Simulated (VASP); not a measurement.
# Sn3C5 (Im-3m) in VASP: a series of runs, part 3 of 3

VASP 6.6.1.

## (6) Single point, PBE

This run uses another cell than the first one, of 17.92 Å³/atom, 1.375 times its volume.

File INCAR:

```
SYSTEM = Sn3C5
PREC = Accurate
ENCUT = 520
EDIFF = 1E-6
ISMEAR = 0
SIGMA = 0.1
LREAL = .FALSE.
LASPH = .TRUE.
NELM = 80
ALGO = Normal
ISIF = 2
LWAVE = .FALSE.
LCHARG = .FALSE.
GGA = PE
NBANDS = 41
```

File KPOINTS:

```
regular mesh
0
G
  4 4 4
  0 0 0
```

File POSCAR:

```
Sn3C5
1.0
   -3.2968335000      3.2968335000      3.2968335000
    3.2968335000     -3.2968335000      3.2968335000
    3.2968335000      3.2968335000     -3.2968335000
Sn C
3 5
Direct
    0.0000000000      0.5000000000      0.5000000000
    0.5000000000      0.5000000000      0.0000000000
    0.5000000000      0.0000000000      0.5000000000
    0.0000000000      0.0000000000      0.0000000000
    0.0000000000      0.0000000000      0.5000000000
    0.0000000000      0.5000000000      0.0000000000
    0.5000000000      0.0000000000      0.0000000000
    0.5000000000      0.5000000000      0.5000000000
```

Potentials or basis: VASP PAW PBE potentials, release 64 (Sn_d, C).

Command:

```console
> cat potpaw_PBE.64/Sn_d/POTCAR potpaw_PBE.64/C/POTCAR > POTCAR
> mpirun -np 1 vasp_std > vasp.out
```

OUTCAR:

```text
SYSTEM = Sn3C5
   PREC = Accurate
   ENCUT = 520
   EDIFF = 1E-6
   ISMEAR = 0
   LREAL = .FALSE.
   LASPH = .TRUE.
   NELM = 80
   ISIF = 2
   GGA = PE

 ion  position               nearest neighbor table
   1  0.000  0.500  0.500-   5 2.86   6 2.86   7 2.86   8 2.86   6 2.86   5 2.86   8 2.86   7 2.86
                             2 3.30   2 3.30   3 3.30   3 3.30
   2  0.500  0.500  0.000-   5 2.86   6 2.86   7 2.86   8 2.86   8 2.86   7 2.86   6 2.86   5 2.86
                             3 3.30   1 3.30   1 3.30   3 3.30
   3  0.500  0.000  0.500-   5 2.86   6 2.86   7 2.86   8 2.86   7 2.86   8 2.86   5 2.86   6 2.86
                             2 3.30   1 3.30   1 3.30   2 3.30
   4  0.000  0.000  0.000-
   5  0.000  0.000  0.500-   1 2.86   2 2.86   3 2.86   1 2.86   3 2.86   2 2.86
   6  0.000  0.500  0.000-   1 2.86   2 2.86   3 2.86   1 2.86   2 2.86   3 2.86
   7  0.500  0.000  0.000-   1 2.86   2 2.86   3 2.86   3 2.86   2 2.86   1 2.86
   8  0.500  0.500  0.500-   1 2.86   2 2.86   3 2.86   2 2.86   3 2.86   1 2.86

  LATTYP: Found a body centered cubic cell.
 ALAT       =     6.5936670000

  Lattice vectors:

 A1 = (  -3.2968335000,   3.2968335000,   3.2968335000)
 A2 = (   3.2968335000,  -3.2968335000,   3.2968335000)
 A3 = (   3.2968335000,   3.2968335000,  -3.2968335000)

Analysis of symmetry for initial positions (statically):
=====================================================================
 Subroutine PRICEL returns:
 Original cell was already a primitive cell.

 Routine SETGRP: Setting up the symmetry group for a
 body centered cubic supercell.

 Subroutine GETGRP returns: Found 48 space group operations
 (whereof 48 operations were pure point group operations)
 out of a pool of 48 trial point group operations.

The static configuration has the point symmetry O_h .

Analysis of symmetry for dynamics (positions and initial velocities):
=====================================================================
 Subroutine PRICEL returns:
 Original cell was already a primitive cell.

 Routine SETGRP: Setting up the symmetry group for a
 body centered cubic supercell.

 Subroutine GETGRP returns: Found 48 space group operations
 (whereof 48 operations were pure point group operations)
 out of a pool of 48 trial point group operations.

The dynamic configuration has the point symmetry O_h .

 Subroutine INISYM returns: Found 48 space group operations
 (whereof 48 operations are pure point group operations),
 and found     1 'primitive' translations

----------------------------------------------------------------------------------------

                                     Primitive cell

  volume of cell :     143.3346

  direct lattice vectors                    reciprocal lattice vectors
    -3.296833500  3.296833500  3.296833500     0.000000000  0.151660677  0.151660677
     3.296833500 -3.296833500  3.296833500     0.151660677  0.000000000  0.151660677
     3.296833500  3.296833500 -3.296833500     0.151660677  0.151660677  0.000000000

  length of vectors
     5.710283126  5.710283126  5.710283126     0.214480586  0.214480586  0.214480586

  position of ions in fractional coordinates (direct lattice)
     0.000000000  0.500000000  0.500000000
     0.500000000  0.500000000  0.000000000
[... 49 lines left out ...]
  0.250000  0.250000  0.000000     24.000000
  0.250000  0.250000  0.250000      2.000000
 -0.250000  0.250000  0.250000      6.000000
  0.500000  0.500000  0.250000     12.000000
  0.500000  0.500000  0.500000      1.000000
   k-points           NKPTS =      8   k-points in BZ     NKDIM =      8   number of bands    NBANDS=     41
   number of dos      NEDOS =    301   number of ions     NIONS =      8
   total plane-waves  NPLWV =  74088
   dimension x,y,z NGX =    42 NGY =   42 NGZ =   42
   dimension x,y,z NGXF=    84 NGYF=   84 NGZF=   84
   ions per type =               3   5
   NGX,Y,Z   is equivalent  to a cutoff of  12.23, 12.23, 12.23 a.u.
   NGXF,Y,Z  is equivalent  to a cutoff of  24.46, 24.46, 24.46 a.u.
 SYSTEM =  Sn3C5
   PREC   = accura    normal or accurate (medium, high low for compatibility)
   ISTART =      0    job   : 0-new  1-cont  2-samecut
   ICHARG =      2    charge: 1-file 2-atom 10-const
   ISPIN  =      1    spin polarized calculation?
   LNONCOLLINEAR =      F non collinear calculations
   LSORBIT =      F    spin-orbit coupling
   LASPH  =      T    aspherical Exc in radial PAW
   ENCUT  =  520.0 eV  38.22 Ry    6.18 a.u.  10.62 10.62 10.62*2*pi/ulx,y,z
   NELM   =     80;   NELMIN=  2; NELMDL= -5     # of ELM steps
   EDIFF  = 0.1E-05   stopping-criterion for ELM
   LREAL  =      F    real-space projection
   EDIFFG = 0.1E-04   stopping-criterion for IOM
   NSW    =      0    number of steps for IOM
   IBRION =     -1    ionic relax: 0-MD 1-quasi-New 2-CG
   NFREE  =      0    steps in history (QN), initial steepest desc. (CG)
   ISIF   =      2    stress and relaxation
   ISYM   =      2    0-nonsym 1-usesym 2-fastsym
   POTIM  = 0.5000    time-step for ionic-motion
   TEBEG  =    0.0;   TEEND  =   0.0 temperature during run
   PSTRESS=    0.0 pullay stress
   NELECT =      62.0000    total number of electrons
   NUPDOWN=      -1.0000    fix difference up-down
   EMIN   =  10.00;   EMAX   =-10.00  energy-range for DOS
   EFERMI =   0.00;   METHOD = LEGACY
   ISMEAR =     0;   SIGMA  =   0.10  broadening in eV -4-tet -1-fermi 0-gaus
   EFERMI_NEDOS =   21; number of points for ismear=-14 and -15
   IALGO  =     38    algorithm
   IMIX   =      4    mixing-type and parameters
     AMIX     =   0.40;   BMIX     =  1.00
     AMIX_MAG =   1.60;   BMIX_MAG =  1.00
  volume/ion in A,a.u.               =      17.92       120.91
  Fermi-wavevector in a.u.,A,eV,Ry     =   1.238098  2.339666 20.856192  1.532887
  Thomas-Fermi vector in A             =   2.372638
   LORBIT       =      0    0 simple, 1 ext, 2 COOP (PROOUT), +10 PAW based schemes
   GGA     = PE    functional components
   LHFCALC =     F    Hartree Fock is set to
   AEXX    =    0.0000 exact exchange contribution
   IVDW    =     0    specifies the selected vdW correction
   LEPSILON=     F    determine dielectric tensor
   LRPA    =     F    only Hartree local field effects (RPA)
 non-spin polarized calculation
 Gauss-broadening in eV      SIGMA  =   0.10
  energy-cutoff  :      520.00
  volume of cell :      143.33
 maximum number of plane-waves:      3925
   NGX = 21   NGY = 21   NGZ = 21

 number of electron      61.9999972 magnetization

 Free energy of the ion-electron system (eV)
  ---------------------------------------------------
  ext. energy  EPLUGINS =         0.00000000
  ---------------------------------------------------
  free energy    TOTEN  =       -32.74244607 eV

  energy without entropy =      -32.68492217  energy(sigma->0) =      -32.71368412

 E-fermi :   5.0368     XC(G=0): -10.2604

 val. band max:        5.0327327138   @ k =   0.2500   0.2500   0.0000
 cond. band min:       5.0663728582   @ k =  -0.2500   0.2500   0.2500
 fundamental gap:      0.0336401444
 Fermi energy:         5.0367669365

 k-point     1 :       0.0000    0.0000    0.0000
  band No.  band energies     occupation
      1     -16.3617      2.00000
      2     -16.3617      2.00000
      3     -16.2904      2.00000
      4     -16.2904      2.00000
      5     -16.2904      2.00000
      6     -16.2692      2.00000
[... 341 lines left out ...]
     40       7.5013      0.00000
     41       7.5013      0.00000

------------------------ aborting loop because EDIFF is reached ----------------------------------------

  FORCE on cell =-STRESS in cart. coord.  units (eV):
  Direction    XX          YY          ZZ          XY          YZ          ZX
  --------------------------------------------------------------------------------------
  -------------------------------------------------------------------------------------
  Total      -14.3701643    -14.3701643    -14.3701643      0.0000000     -0.0000000      0.0000000
  in kB     -160.6280109   -160.6280109   -160.6280109      0.0000000     -0.0000000      0.0000000
  external PRESSURE =    -160.6280109 kB  Pullay stress =       0.0000000 kB

 VOLUME and BASIS-vectors are now :
 -----------------------------------------------------------------------------
  energy-cutoff  :      520.00
  volume of cell :      143.33
      direct lattice vectors                 reciprocal lattice vectors
    -3.296833500  3.296833500  3.296833500     0.000000000  0.151660677  0.151660677
     3.296833500 -3.296833500  3.296833500     0.151660677  0.000000000  0.151660677
     3.296833500  3.296833500 -3.296833500     0.151660677  0.151660677  0.000000000

 POSITION                                       TOTAL-FORCE (eV/Angst)
 -----------------------------------------------------------------------------------
      3.29683      0.00000      0.00000         0.000000      0.000000     -0.000000
      0.00000      0.00000      3.29683         0.000000     -0.000000     -0.000000
      0.00000      3.29683      0.00000        -0.000000      0.000000     -0.000000
      0.00000      0.00000      0.00000        -0.000000     -0.000000      0.000000
      1.64842      1.64842     -1.64842        -0.000000     -0.000000      0.000000
      1.64842     -1.64842      1.64842        -0.000000     -0.000000      0.000000
     -1.64842      1.64842      1.64842        -0.000000     -0.000000      0.000000
      1.64842      1.64842      1.64842        -0.000000     -0.000000      0.000000
 -----------------------------------------------------------------------------------
    total drift:                               -0.000000     -0.000000      0.000000

  FREE ENERGIE OF THE ION-ELECTRON SYSTEM (eV)
  ---------------------------------------------------
  free  energy   TOTEN  =       -32.7424460728 eV

  energy  without entropy=      -32.6849221737  energy(sigma->0) =      -32.71368412
```

It took 50 s on 1 thread of Intel Xeon Platinum 8375C at 2.90GHz (Ice Lake), shared host; peak memory 0.25 GiB.

Results:

* Free energy: -32.7424 eV
* Pressure: -16.1 GPa
* Band gap on the k mesh: zero (band 31 reaches 5.80 eV, above the bottom of band 32 at 4.56 eV)

Caveat: spin-orbit coupling is left out, which moves the levels of the heavy elements.

## (7) The runs side by side

```csv
task,cell,k mesh,cutoff (eV),gap on the mesh (eV),pressure (GPa),relaxed volume (Å³/atom)
single point,"a = 5.136 Å, angles 109.5°, 8 atoms",10 × 10 × 10,520,none,0.1,-
relaxation of cell and atoms,"relaxed from a = 5.113 Å, angles 109.5°, 8 atoms",10 × 10 × 10,600,none,0.0,13.04
single point,"a = 5.113 Å, angles 109.5°, 8 atoms",4 × 4 × 4,520,none,-0.1,-
relaxation of cell and atoms,"relaxed from a = 5.710 Å, angles 109.5°, 8 atoms",4 × 4 × 4,600,none,0.1,12.83
single point,"a = 5.710 Å, angles 109.5°, 8 atoms",4 × 4 × 4,520,none,-16.1,-
```

Alike in all rows: level PBE; potentials or basis VASP PAW PBE potentials, release 64 (Sn_d, C); no spin polarisation; smearing gaussian 0.1 eV.

Caveats: some runs use coarse meshes; spin-orbit coupling is left out, which moves the levels of the heavy elements; the volume moved by over 15 % at a fixed basis, so the end points are rough (some runs).

Absolute energies hang on the potentials; compare differences alone.
